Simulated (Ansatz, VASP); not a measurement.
Two plane-wave programs on TaVN2

Contents of INCAR:

```
SYSTEM = TaVN2
ALGO = Normal ; EDIFF = 1E-6
ENCUT = 520 ; GGA = PE
ISIF = 2 ; ISMEAR = -1
ISPIN = 2 ; LASPH = .TRUE.
LCHARG = .TRUE. ; LELF = .TRUE.
LMAXMIX = 4 ; LORBIT = 11
LREAL = .FALSE. ; LVHAR = .TRUE.
LWAVE = .FALSE. ; MAGMOM = 0 2 0 0
NBANDS = 29 ; NELM = 150
PREC = Accurate ; SIGMA = 0.05
```

File KPOINTS:

```
k-points
0
G
  9 9 6
  0 0 0
```

The input POSCAR:

```
TaVN2
1.0
    3.0700653833      0.0000000000      0.0000000000
    0.0000000000      3.0700653833      0.0000000000
    0.0000000000      0.0000000000      4.3245135709
Ta V N
1 1 2
Direct
    0.0000000000      0.0000000000      0.0000000000
    0.5000000000      0.5000000000      0.5000000000
    0.5000000000      0.5000000000      0.0000000000
    0.0000000000      0.0000000000      0.5000000000
```

File input.yaml:

```yaml
crystal:
  lattice:
    - [3.0700653833, 0.0, 0.0]
    - [0.0, 3.0700653833, 0.0]
    - [0.0, 0.0, 4.3245135709]
  atoms:
    - { symbol: Ta, position: [0.0, 0.0, 0.0] }
    - { symbol: V, position: [0.5, 0.5, 0.5], spin: 2.0 }
    - { symbol: "N", position: [0.5, 0.5, 0.0] }
    - { symbol: "N", position: [0.0, 0.0, 0.5] }
hamiltonian:
  xc: pbe
  pseudopotentials: { kind: paw }
magnetization:
  spin_polarized: true
kpoints:
  mp_grid: { grid: [9, 9, 6] }
scf:
  occupations: { method: fermi_dirac, width: 0.05 }
output:
  forces: true
  stress: true
  eigenvalues: true
```

Alike in both runs: task single point; functional PBE; k mesh 9 × 9 × 6; occupations fermi-dirac, width 0.05 eV; collinear spin.

|  | VASP | Ansatz |
| --- | --- | --- |
| version | VASP 6.6.1 | Ansatz 0.2.0 |
| potentials or method | VASP PAW PBE potentials, release 64 (Ta_pv, V_sv, N) | Ansatz PAW |
| plane-wave cutoff (eV) | 520 | 420 |
| valence electrons in the cell | 34 | 36 |

|  | VASP | Ansatz | Ansatz less VASP |
| --- | --- | --- | --- |
| gap on the k mesh at the Fermi level (eV) | none | none | - |
| pressure (GPa) | -5.7 | -6.3 | -0.65 |
| traceless stress, the component that is largest in VASP (GPa) | -0.11 | -0.16 | -0.049 |
| net moment per atom (μB) | 0.31 | 0.31 | -0.001 |
| size of the moment on the site where the two differ most (μB) | 1.18 | 1.02 | -0.162 |

Site moments also hang on the region over which each program counts them. A gap of «none» marks a metal or a gap that the smearing closes. VASP's potentials hold 34 valence electrons a cell and Ansatz's 36, so a difference there can come from the potentials and not from the codes.

Spin-orbit coupling is off throughout.
